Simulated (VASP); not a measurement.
A run of VASP 6.6.1 is set up as follows.

File INCAR:

```
SYSTEM = Sc4Te
ALGO = Fast
EDIFF = 1E-6
EDIFFG = -0.04
ENCUT = 600
GGA = PE
IBRION = 2
ISIF = 3
ISMEAR = 0
LASPH = .TRUE.
LCHARG = .FALSE.
LREAL = .FALSE.
LWAVE = .FALSE.
NELM = 100
NSW = 90
PREC = Accurate
SIGMA = 0.1
```

Contents of KPOINTS:

```
k-points
0
G
  4 4 4
  0 0 0
```

POSCAR

```
Sc4Te
1.0
    4.9212856600      0.0000000000      0.0000000000
    0.0000000000      4.9212856600      0.0000000000
    0.0000000000      0.0000000000      4.9212856600
Sc Te
4 1
Direct
    0.0000000000      0.5000000000      0.5000000000
    0.5000000000      0.0000000000      0.5000000000
    0.5000000000      0.5000000000      0.0000000000
    0.5000000000      0.5000000000      0.5000000000
    0.0000000000      0.0000000000      0.0000000000
```

Potentials or basis: VASP PAW PBE potentials, release 64 (Sc_sv, Te).

The run is started by

```bash
$ cat potpaw_PBE.64/Sc_sv/POTCAR potpaw_PBE.64/Te/POTCAR > POTCAR
$ mpirun -np 1 vasp_std > vasp.out
```

Question: Predict the relaxed volume.

Answer: 28.06 Å³/atom.

Question: Predict the relaxed cell.

Answer: a = 5.196 Å, b = 5.196 Å, c = 5.196 Å, α = 90.00°, β = 90.00°, γ = 90.00°.

Final structure:
```
Sc Te
1.0
     5.19644    0.00000    0.00000
     0.00000    5.19644    0.00000
     0.00000    0.00000    5.19644
Sc Te
4 1
Direct
  0.00000 0.50000 0.50000
  0.50000 0.00000 0.50000
  0.50000 0.50000 0.00000
  0.50000 0.50000 0.50000
  0.00000 0.00000 0.00000
```

Caveat: the volume moved by over 15 % at a fixed basis, so the end points are rough.
